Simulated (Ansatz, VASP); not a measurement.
CdTe in VASP and in Ansatz

File INCAR:

```
  PREC = Accurate
  ENCUT = 520
  EDIFF = 1E-7
  ISMEAR = 0
  SIGMA = 0.05
  LREAL = False
  LASPH = True
  NELM = 100
  ALGO = Normal
  ISIF = 2
  LWAVE = False
  LCHARG = True
  GGA = PE
  LELF = True
  LVHAR = True
  NBANDS = 16
```

File KPOINTS:

```
regular mesh
0
Gamma
  10 10 10
```

POSCAR

```
CdTe
1.0
    0.0000000000      3.1135933835      3.7363120602
    3.1135933835      0.0000000000      3.7363120602
    3.1135933835      3.1135933835      0.0000000000
Cd Te
1 1
Direct
    0.0000000000      0.0000000000      0.0000000000
    0.7500000000      0.7500000000      0.7500000000
```

Input for Ansatz:

```yaml
crystal:
  lattice:
    - [0.0, 3.1135933835, 3.7363120602]
    - [3.1135933835, 0.0, 3.7363120602]
    - [3.1135933835, 3.1135933835, 0.0]
  atoms:
    - { symbol: Cd, position: [0.0, 0.0, 0.0] }
    - { symbol: Te, position: [0.75, 0.75, 0.75] }
basis:
  ecutwfc: 420
kpoints:
  mp_grid: { grid: [10, 10, 10] }
hamiltonian:
  xc: pbe
scf:
  occupations: { method: gaussian, width: 0.05 }
output:
  forces: true
  stress: true
  eigenvalues: true
  write_density: true
  write_potential: true
  elf: true
  volumetric_format: npy
```

Alike in both runs: task single point; functional PBE; k mesh 10 × 10 × 10; occupations gaussian, width 0.05 eV; no spin polarisation.

```csv
,VASP,Ansatz
version,VASP 6.6.1,Ansatz 0.2.0
potentials or method,"VASP PAW PBE potentials, release 64 (Cd, Te), cutoff 520 eV","scalar-relativistic, plane waves, PAW"
valence electrons in the cell,18,36
```

```tsv
	VASP	Ansatz	Ansatz less VASP
gap on the k mesh at the Fermi level (eV)	0.18	0.18	+0.003
least direct gap on the mesh (eV)	0.18	0.18	+0.003
pressure (GPa)	-0.3	-0.4	-0.10
traceless stress, the component that is largest in VASP (GPa)	-2.72	-2.74	-0.011
```

VASP's potentials hold 18 valence electrons a cell and Ansatz's 36, so a difference there can come from the potentials and not from the codes.

Spin-orbit coupling is off throughout.
